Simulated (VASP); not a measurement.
Set up this calculation in VASP 6.6.1, as the native input.

```
Task                   : relaxation of cell and atoms
Functional             : PBE
Potentials or basis    : VASP PAW PBE potentials, release 64 (Mg, Zr_sv, N)
Cutoff                 : 600 eV
k mesh                 : 6 × 6 × 6
Occupations            : gaussian, width 0.1 eV
Spin                   : collinear spin, ferrimagnetic start
Starting moments       : [0.0, 0.0, 0.0, 1.53, -2.81] μB
Dipole correction      : no
Further INCAR settings : ALGO = Normal; EDIFF = 1e-06; IBRION = 2; EDIFFG = -0.01; NSW = 100; ISIF = 3
```

The structure of Mg3ZrN lies in POSCAR:

```
Mg3ZrN
1.0
    5.8579970696      0.0000000000      0.0000000000
    0.0000000000      5.8579970696      0.0000000000
    0.0000000000      0.0000000000      5.8579970696
Mg Zr N
3 1 1
Direct
    0.0000000000      0.5000000000      0.5000000000
    0.5000000000      0.0000000000      0.5000000000
    0.5000000000      0.5000000000      0.0000000000
    0.5000000000      0.5000000000      0.5000000000
    0.0000000000      0.0000000000      0.0000000000
```

The cell was generated, and may not be a known phase.

One way to write it, as run:

INCAR

```
ALGO = Normal
EDIFF = 1E-6
EDIFFG = -0.01
ENCUT = 600
GGA = PE
IBRION = 2
ISIF = 3
ISMEAR = 0
ISPIN = 2
LASPH = True
LCHARG = False
LMAXMIX = 4
LORBIT = 11
LREAL = False
LWAVE = False
MAGMOM = 0 0 0 1.53 -2.81
NELM = 150
NSW = 100
PREC = Accurate
SIGMA = 0.1
```

KPOINTS

```
k-points
0
Gamma
  6 6 6
```

Potentials or basis: VASP PAW PBE potentials, release 64 (Mg, Zr_sv, N).

Run with:

```sh
$ cat potpaw_PBE.64/Mg/POTCAR potpaw_PBE.64/Zr_sv/POTCAR potpaw_PBE.64/N/POTCAR > POTCAR
$ mpirun -np 1 vasp_std > vasp.out
```

Results of the run:

```json
{"Pressure after relaxing": "0.0 GPa", "Net moment": "0.93 μB per cell", "Site moments": "Mg +0.03; Zr +1.46; N -1.70 μB", "Valence electrons inside the program's atomic spheres": "Mg 0.35; Zr 9.89; N 3.29"}
```

Caveat: the relaxation stopped at its first step, so nothing moved.

Run time: 97 s on 1 thread of Intel(R) Xeon(R) 6975P-C (Granite Rapids), with other jobs on the host, peak memory 0.48 GiB.
